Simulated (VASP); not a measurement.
Set up this calculation in VASP 6.6.1, as the native input.

```yaml
Task: single point
Functional: LDA
Potentials_or_basis: VASP PAW LDA potentials, release 64 (Mg)
Cutoff: 520 eV
k_mesh: 10 × 10 × 5
Occupations: fermi-dirac, width 0.05 eV
Spin: no spin polarisation
Dipole_correction: no
Further_INCAR_settings: ALGO = Fast; EDIFF = 1e-07; NBANDS = 9
```

The structure of Mg lies in POSCAR:

```
Mg
1.0
    3.1877604248      0.0000000000      0.0000000000
   -1.5938802124      2.7606815091      0.0000000000
    0.0000000000      0.0000000000      5.1753304900
Mg
2
Direct
    0.6666666667      0.3333333333      0.7500000000
    0.3333333333      0.6666666667      0.2500000000
```

This cell differs from its parent crystal: volume scaled by 0.98.

One way to write it, as run:

INCAR

```
PREC = Accurate
ENCUT = 520
EDIFF = 1E-7
ISMEAR = -1
SIGMA = 0.05
LREAL = F
LASPH = T
NELM = 60
ALGO = Fast
ISIF = 2
LWAVE = F
LCHARG = F
NBANDS = 9
```

KPOINTS

```
regular mesh
0
Gamma
  10 10 5
```

Potentials or basis: VASP PAW LDA potentials, release 64 (Mg).

Launch:

```console
$ cat potpaw_LDA.64/Mg/POTCAR > POTCAR
$ mpirun -np 1 vasp_std > vasp.out
```

It gave:

The pressure is -2.1 GPa and the band gap on the k mesh is zero (band 2 reaches 3.19 eV, above the bottom of band 3 at 1.23 eV).

Run time: 22 s on 1 thread of AMD EPYC 9R45, with other jobs on the host, peak memory 0.11 GiB.
